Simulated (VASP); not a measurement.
A run of VASP 6.6.1 is set up as follows.

File POSCAR:

```
K2S
1.0
    0.0000000000      3.7027568516      3.7027568516
    3.7027568516      0.0000000000      3.7027568516
    3.7027568516      3.7027568516      0.0000000000
S K
1 2
Direct
    0.0000000000      0.0000000000      0.0000000000
    0.2500000000      0.2500000000      0.2500000000
    0.7500000000      0.7500000000      0.7500000000
```

File INCAR.step1:

```
SYSTEM = K2S
ALGO = Normal
EDIFF = 1E-5
ENCUT = 550
GGA = PE
GGA_COMPAT = .False.
ISMEAR = 0
LASPH = .True.
LCHARG = .False.
LREAL = .False.
LWAVE = .True.
NBANDS = 19
NELM = 120
PREC = Accurate
SIGMA = 0.01
```

The input INCAR.step2:

```
SYSTEM = K2S
ALGO = Normal
EDIFF = 1E-6
ENCUT = 550
GGA_COMPAT = .False.
ISIF = 2
ISMEAR = 0
ISTART = 1
LASPH = .True.
LCHARG = .False.
LMIXTAU = .True.
LREAL = .False.
LWAVE = .False.
METAGGA = R2SCAN
NBANDS = 19
NELM = 120
PREC = Accurate
SIGMA = 0.01
```

The input KPOINTS:

```
k-points
0
Gamma
  4 4 4
  0 0 0
```

Potentials or basis: VASP PAW PBE potentials, release 64 (S, K_sv).

Command:

```console
$ cat potpaw_PBE.64/S/POTCAR potpaw_PBE.64/K_sv/POTCAR > POTCAR
$ cp INCAR.step1 INCAR
$ mpirun -np 1 vasp_std > vasp.out
$ cp INCAR.step2 INCAR
$ mpirun -np 1 vasp_std > vasp.out
```

Task: What does it give for the band gap on the k mesh?

Result: 2.76 eV, indirect (least direct gap 2.95 eV).

Task: Estimate the pressure.

Result: 0.0 GPa.

Caveat: the PAW data sets were made with another functional, which shifts forces and pressure a little. A k mesh can miss the band edges.
